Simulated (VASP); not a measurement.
# KMgF3 (cubic perovskite) (Pm-3m) in VASP: elastic constants with PBEsol

Aim: the elastic constants of KMgF3 (cubic perovskite) with PBEsol.

All numbers are computed with VASP 6.6.1; they aren't measurements. Logs are shortened: lines on timing, memory, paths and dates and some standing lists are left out, and cuts for length are marked.

## 1. The cell of the first run

The structure is cubic, space group Pm-3m (No. 221). The conventional cell has a = 3.991 Å, b = 3.991 Å, c = 3.991 Å, α = 90.00°, β = 90.00°, γ = 90.00°. K (site symmetry m-3m) has 12 F at 2.82 Å and 8 Mg at 3.46 Å within 3.7 Å. Mg (site symmetry m-3m) has 6 F at 2.00 Å within 2.6 Å. F (site symmetry 4/mmm) has 2 Mg at 2.00 Å within 2.6 Å.

## 2. Elastic constants, PBEsol

The input, INCAR:

```
SYSTEM = KMgF3
PREC = Accurate ; ENCUT = 600
EDIFF = 1E-8 ; ISMEAR = 0
SIGMA = 0.01 ; LREAL = .FALSE.
LASPH = .TRUE. ; NELM = 100
ALGO = Normal ; ISIF = 3
LWAVE = .FALSE. ; LCHARG = .TRUE.
GGA = PS ; IBRION = 6
NFREE = 2 ; POTIM = 0.015
NSW = 1
```

The input, KPOINTS:

```
regular mesh
0
G
  6 6 6
  0 0 0
```

The input, POSCAR:

```
KMgF3
1.0
    3.9913957001      0.0000000000      0.0000000000
    0.0000000000      3.9913957001      0.0000000000
    0.0000000000      0.0000000000      3.9913957001
K Mg F
1 1 3
Direct
    0.5000000000      0.5000000000      0.5000000000
    0.0000000000      0.0000000000      0.0000000000
    0.5000000000      0.0000000000      0.0000000000
    0.0000000000      0.5000000000      0.0000000000
    0.0000000000      0.0000000000      0.5000000000
```

Potentials or basis: VASP PAW PBE potentials, release 64 (K_sv, Mg, F).

Command:

```
cat potpaw_PBE.64/K_sv/POTCAR potpaw_PBE.64/Mg/POTCAR potpaw_PBE.64/F/POTCAR > POTCAR
mpirun -np 1 vasp_std > vasp.out
```

OUTCAR:

```text
SYSTEM = KMgF3
   PREC = Accurate
   ENCUT = 600
   EDIFF = 1E-8
   ISMEAR = 0
   LREAL = .FALSE.
   LASPH = .TRUE.
   NELM = 100
   ISIF = 3
   GGA = PS
   IBRION = 6
   NFREE = 2
   POTIM = 0.015
   NSW = 1

 ion  position               nearest neighbor table
   1  0.500  0.500  0.500-   3 2.82   4 2.82   5 2.82   3 2.82   4 2.82   3 2.82   5 2.82   3 2.82
                             4 2.82   5 2.82   4 2.82   5 2.82   2 3.46   2 3.46   2 3.46   2 3.46
   2  0.000  0.000  0.000-   3 2.00   4 2.00   5 2.00   5 2.00   4 2.00   3 2.00   1 3.46   1 3.46
                             1 3.46   1 3.46   1 3.46   1 3.46   1 3.46   1 3.46
   3  0.500  0.000  0.000-   2 2.00   2 2.00   1 2.82   1 2.82   1 2.82   1 2.82
   4  0.000  0.500  0.000-   2 2.00   2 2.00   1 2.82   1 2.82   1 2.82   1 2.82
   5  0.000  0.000  0.500-   2 2.00   2 2.00   1 2.82   1 2.82   1 2.82   1 2.82

  LATTYP: Found a simple cubic cell.
 ALAT       =     3.9913957001

  Lattice vectors:

 A1 = (   3.9913957001,   0.0000000000,   0.0000000000)
 A2 = (   0.0000000000,   3.9913957001,   0.0000000000)
 A3 = (   0.0000000000,   0.0000000000,   3.9913957001)

Analysis of symmetry for initial positions (statically):
=====================================================================
 Subroutine PRICEL returns:
 Original cell was already a primitive cell.

 Routine SETGRP: Setting up the symmetry group for a
 simple cubic supercell.

 Subroutine GETGRP returns: Found 48 space group operations
[... 9 lines left out ...]

 Routine SETGRP: Setting up the symmetry group for a
 simple cubic supercell.

 Subroutine GETGRP returns: Found 48 space group operations
[... 11 lines left out ...]
                                     Primitive cell

  volume of cell :      63.5879

  direct lattice vectors                    reciprocal lattice vectors
     3.991395700  0.000000000  0.000000000     0.250538928  0.000000000  0.000000000
     0.000000000  3.991395700  0.000000000     0.000000000  0.250538928  0.000000000
     0.000000000  0.000000000  3.991395700     0.000000000  0.000000000  0.250538928

  length of vectors
     3.991395700  3.991395700  3.991395700     0.250538928  0.250538928  0.250538928

  position of ions in fractional coordinates (direct lattice)
     0.500000000  0.500000000  0.500000000
     0.000000000  0.000000000  0.000000000
     0.500000000  0.000000000  0.000000000
     0.000000000  0.500000000  0.000000000
     0.000000000  0.000000000  0.500000000

  ion indices of the primitive-cell ions
   primitive index   ion index
                 1           1
                 2           2
                 3           3
                 4           4
                 5           5

----------------------------------------------------------------------------------------

 KPOINTS: regular mesh

Automatic generation of k-mesh.
 Grid dimensions read from file:
 generate k-points for:    6    6    6

 Generating k-lattice:

  Cartesian coordinates                     Fractional coordinates (reciprocal lattice)
     0.041756488  0.000000000  0.000000000     0.166666667  0.000000000  0.000000000
     0.000000000  0.041756488  0.000000000     0.000000000  0.166666667  0.000000000
     0.000000000  0.000000000  0.041756488     0.000000000  0.000000000  0.166666667

  Length of vectors
     0.041756488  0.041756488  0.041756488

  Shift w.r.t. Gamma in fractional coordinates (k-lattice)
     0.000000000  0.000000000  0.000000000

 Subroutine IBZKPT returns following result:
 ===========================================

 Found     20 irreducible k-points:

 Following reciprocal coordinates:
            Coordinates               Weight
  0.000000  0.000000  0.000000      1.000000
  0.166667  0.000000  0.000000      6.000000
  0.333333  0.000000  0.000000      6.000000
  0.500000  0.000000  0.000000      3.000000
  0.166667  0.166667  0.000000     12.000000
  0.333333  0.166667  0.000000     24.000000
[... 12 lines left out ...]
  0.500000  0.500000  0.333333      6.000000
  0.500000  0.500000  0.500000      1.000000
   k-points           NKPTS =     20   k-points in BZ     NKDIM =     20   number of bands    NBANDS=     20
   number of dos      NEDOS =    301   number of ions     NIONS =      5
   total plane-waves  NPLWV =  32768
   dimension x,y,z NGX =    32 NGY =   32 NGZ =   32
   dimension x,y,z NGXF=    64 NGYF=   64 NGZF=   64
   ions per type =               1   1   3
   NGX,Y,Z   is equivalent  to a cutoff of  13.33, 13.33, 13.33 a.u.
   NGXF,Y,Z  is equivalent  to a cutoff of  26.66, 26.66, 26.66 a.u.
 SYSTEM =  KMgF3
[... 43 lines left out ...]
  energy-cutoff  :      600.00
  volume of cell :       63.59
 maximum number of plane-waves:      2176
 NGX is ok and might be reduce to    32
   NGX = 15   NGY = 15   NGZ = 15

--------------------------------------- Ionic step        1  -------------------------------------------

 number of electron      32.0000014 magnetization

 Free energy of the ion-electron system (eV)
  ---------------------------------------------------
  ext. energy  EPLUGINS =         0.00000000
  ---------------------------------------------------
  free energy    TOTEN  =       -25.27037950 eV

  energy without entropy =      -25.27037950  energy(sigma->0) =      -25.27037950

------------------------ aborting loop because EDIFF is reached ----------------------------------------

  FORCE on cell =-STRESS in cart. coord.  units (eV):
  Direction    XX          YY          ZZ          XY          YZ          ZX
  --------------------------------------------------------------------------------------
  -------------------------------------------------------------------------------------
  Total       -0.1851752     -0.1851752     -0.1851752      0.0000000      0.0000000     -0.0000000
  in kB       -4.6657238     -4.6657238     -4.6657238      0.0000000      0.0000000     -0.0000000
  external PRESSURE =      -4.6657238 kB  Pullay stress =       0.0000000 kB
[... 98 lines left out ...]
  FREE ENERGIE OF THE ION-ELECTRON SYSTEM (eV)
  ---------------------------------------------------
  free  energy   TOTEN  =       -25.2666993304 eV

  energy  without entropy=      -25.2666993304  energy(sigma->0) =      -25.26669933

 E-fermi :  -1.5085     XC(G=0): -10.0012

 val. band max:       -1.6503507392   @ k =   0.5000   0.5000   0.5000
 cond. band min:       5.5515113090   @ k =   0.0000   0.0000   0.0000
 fundamental gap:      7.2018620483
 Fermi energy:        -1.5084601738

 k-point     1 :       0.0000    0.0000    0.0000
  band No.  band energies     occupation
      1     -27.1070      2.00000
      2     -21.6994      2.00000
      3     -21.0274      2.00000
      4     -20.9903      2.00000
      5     -10.6795      2.00000
      6     -10.6795      2.00000
[... 541 lines left out ...]
     19       9.6196      0.00000
     20      11.0683      0.00000

 [... further k-points ...]

[... ionic steps 4 to 18 ...]

--------------------------------------- Ionic step       19  -------------------------------------------

 number of electron      32.0000011 magnetization

------------------------ aborting loop because EDIFF is reached ----------------------------------------
[... 73 lines left out ...]
--------------------------------------- Ionic step       21  -------------------------------------------

 number of electron      32.0000011 magnetization

 Free energy of the ion-electron system (eV)
  ---------------------------------------------------
  ext. energy  EPLUGINS =         0.00000000
  ---------------------------------------------------
  free energy    TOTEN  =       -25.27006305 eV

  energy without entropy =      -25.27006305  energy(sigma->0) =      -25.27006305

 E-fermi :  -1.6509     XC(G=0):  -9.9229

 val. band max:       -1.7301060379   @ k =   0.5000   0.5000   0.5000
 cond. band min:       5.3641511326   @ k =   0.0000   0.0000   0.0000
 fundamental gap:      7.0942571705
 Fermi energy:        -1.6508763080

 k-point     1 :       0.0000    0.0000    0.0000
  band No.  band energies     occupation
      1     -27.2123      2.00000
      2     -21.7309      2.00000
      3     -21.0660      2.00000
      4     -21.0657      2.00000
      5     -10.7767      2.00000
      6     -10.7767      2.00000
[... 541 lines left out ...]
     19       8.9854      0.00000
     20      10.8417      0.00000

 [... further k-points ...]
[... 5 lines left out ...]
  --------------------------------------------------------------------------------------
  -------------------------------------------------------------------------------------
  Total       -0.1849726     -0.1848639     -0.1843616      0.0000000      0.0000000      0.0000000
  in kB       -4.6606204     -4.6578806     -4.6452232      0.0000000      0.0000000      0.0000000
  external PRESSURE =      -4.6545747 kB  Pullay stress =       0.0000000 kB
[... 20 lines left out ...]
  FREE ENERGIE OF THE ION-ELECTRON SYSTEM (eV)
  ---------------------------------------------------
  free  energy   TOTEN  =       -25.2700630507 eV

  energy  without entropy=      -25.2700630507  energy(sigma->0) =      -25.27006305

 INTERNAL STRAIN TENSORS FROM STRAINED CELLS
 ============================================

 INTERNAL STRAIN TENSOR FOR ION    1 for displacements in x,y,z  (eV/Angst):
          X           Y           Z          XY          YZ          ZX
  --------------------------------------------------------------------------------
  x     0.00000     0.00000     0.00000     0.00000     0.00000     0.00000
  y     0.00000     0.00000     0.00000     0.00000     0.00000     0.00000
  z     0.00000     0.00000     0.00000     0.00000     0.00000     0.00000

 INTERNAL STRAIN TENSORS FROM DISPLACED ATOMS
 ============================================

 INTERNAL STRAIN TENSOR FOR ION    1 for displacements in x,y,z  (eV/Angst):
          X           Y           Z          XY          YZ          ZX
  --------------------------------------------------------------------------------
  x     0.00000     0.00000     0.00000     0.00000     0.00000     0.00000
  y     0.00000     0.00000     0.00000     0.00000     0.00000     0.00000
  z     0.00000     0.00000     0.00000     0.00000     0.00000     0.00000

 INTERNAL STRAIN TENSOR FOR ION    5 for displacements in x,y,z  (eV/Angst):
          X           Y           Z          XY          YZ          ZX
  --------------------------------------------------------------------------------
  x     0.00000     0.00000     0.00000     0.00000     0.00000     0.00000
  y     0.00000     0.00000     0.00000     0.00000     0.00000     0.00000
  z     0.00000     0.00000     0.00000     0.00000     0.00000     0.00000

 Eigenvectors and eigenvalues of the dynamical matrix
 ----------------------------------------------------

   1 f  =   13.908472 THz    87.389505 2PiTHz  463.936678 cm-1    57.520791 meV
             X         Y         Z           dx          dy          dz
      1.995698  1.995698  1.995698    -0.001892   -0.014644   -0.000000
      0.000000  0.000000  0.000000     0.071085    0.550172   -0.000000
      1.995698  0.000000  0.000000    -0.104859    0.104959   -0.000000
      0.000000  1.995698  0.000000     0.013561   -0.811569    0.000000
      0.000000  0.000000  1.995698     0.013561    0.104959    0.000000
[... 105 lines left out ...]
  15 f/i=    0.022282 THz     0.140003 2PiTHz    0.743252 cm-1     0.092151 meV
             X         Y         Z           dx          dy          dz
      1.995698  1.995698  1.995698    -0.148350    0.553749   -0.014529
      0.000000  0.000000  0.000000    -0.116174    0.433645   -0.011378
      1.995698  0.000000  0.000000    -0.102524    0.381639   -0.010013
      0.000000  1.995698  0.000000    -0.102241    0.382694   -0.010013
      0.000000  0.000000  1.995698    -0.102241    0.381639   -0.010041

--------------------------------------------------------------------------------------------------------

 ELASTIC MODULI CONTR FROM IONIC RELAXATION (kBar)
 Direction    XX          YY          ZZ          XY          YZ          ZX
 --------------------------------------------------------------------------------
 XX           0.0000      0.0000      0.0000      0.0000      0.0000      0.0000
 YY           0.0000      0.0000      0.0000      0.0000      0.0000      0.0000
 ZZ           0.0000      0.0000      0.0000      0.0000      0.0000      0.0000
 XY           0.0000      0.0000      0.0000      0.0000      0.0000      0.0000
 YZ           0.0000      0.0000      0.0000      0.0000      0.0000      0.0000
 ZX           0.0000      0.0000      0.0000      0.0000      0.0000      0.0000
 --------------------------------------------------------------------------------

 TOTAL ELASTIC MODULI (kBar)
 Direction    XX          YY          ZZ          XY          YZ          ZX
 --------------------------------------------------------------------------------
 XX        1376.4787    394.4610    394.4610     -0.0000     -0.0000     -0.0000
 YY         394.4610   1376.4787    394.4610     -0.0000     -0.0000     -0.0000
 ZZ         394.4610    394.4610   1376.4787      0.0000     -0.0000      0.0000
 XY          -0.0000     -0.0000      0.0000    456.2161      0.0000      0.0000
 YZ          -0.0000     -0.0000     -0.0000      0.0000    456.2161      0.0000
 ZX          -0.0000     -0.0000      0.0000      0.0000      0.0000    456.2161
 --------------------------------------------------------------------------------
```

Wall time 6.1 min (1 thread of Intel Xeon 6975P-C (Granite Rapids), shared host); peak memory 0.33 GiB.

What came out:

```yaml
Elastic_constants_C11_C12_C44: 138, 39, 46 GPa
Voigt_bulk_modulus: 72 GPa
Highest_phonon_frequency_at_Γ_LO-TO_splitting_left_out: 464 cm⁻¹
```

Phonon frequencies in cm⁻¹ (negative: imaginary):
| q point | frequencies |
| --- | --- |
| (0.000, 0.000, 0.000) | -1 -1 -1 146 146 146 185 185 185 285 285 285 464 464 464 |

Elastic tensor in Voigt notation (GPa, in the Cartesian axes of the cell as first typed):
```
138  39  39   0   0   0
 39 138  39   0   0   0
 39  39 138   0   0   0
  0   0   0  46   0   0
  0   0   0   0  46   0
  0   0   0   0   0  46
```

Clamped-ion elastic tensor (GPa):
```
138  39  39   0   0   0
 39 138  39   0   0   0
 39  39 138   0   0   0
  0   0   0  46   0   0
  0   0   0   0  46   0
  0   0   0   0   0  46
```

Caveat: the PAW data sets were made with another functional, which shifts forces and pressure a little.
